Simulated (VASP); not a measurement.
**Li: single point with PBE**

The system is Li.

```
CELL_PARAMETERS angstrom
-1.71500 1.71500 1.75000
1.71500 -1.71500 1.75000
1.71500 1.71500 -1.75000
ATOMIC_POSITIONS crystal
Li 0.00000 0.00000 0.00000
```

This cell differs from its parent crystal: equal xx and yy strain of -2 %.

```json
{"Program": "VASP 6.6.1", "Task": "single point", "Functional": "PBE", "Potentials or basis": "VASP PAW PBE potentials, release 64 (Li_sv)", "Cutoff": "520 eV", "k mesh": "15 × 15 × 15", "Occupations": "fermi-dirac, width 0.08 eV", "Spin": "no spin polarisation"}
```

```yaml
Band_gap_on_the_k_mesh: zero (an odd number of electrons rules out a gap without spin polarisation)
```

Levels at points of the mesh, in eV from the Fermi level:
```csv
k point,band 1,band 2,band 3,band 4,band 5,band 6
"(0.00, 0.00, 0.00)",-46.59,-3.57,14.34,14.44,14.44,19.00
```

Run time: 47 s on 1 thread of Intel Xeon 8259CL (shared host), peak memory 0.16 GiB.

Caveat: the cell differs from its parent crystal (equal xx and yy strain of -2 %).
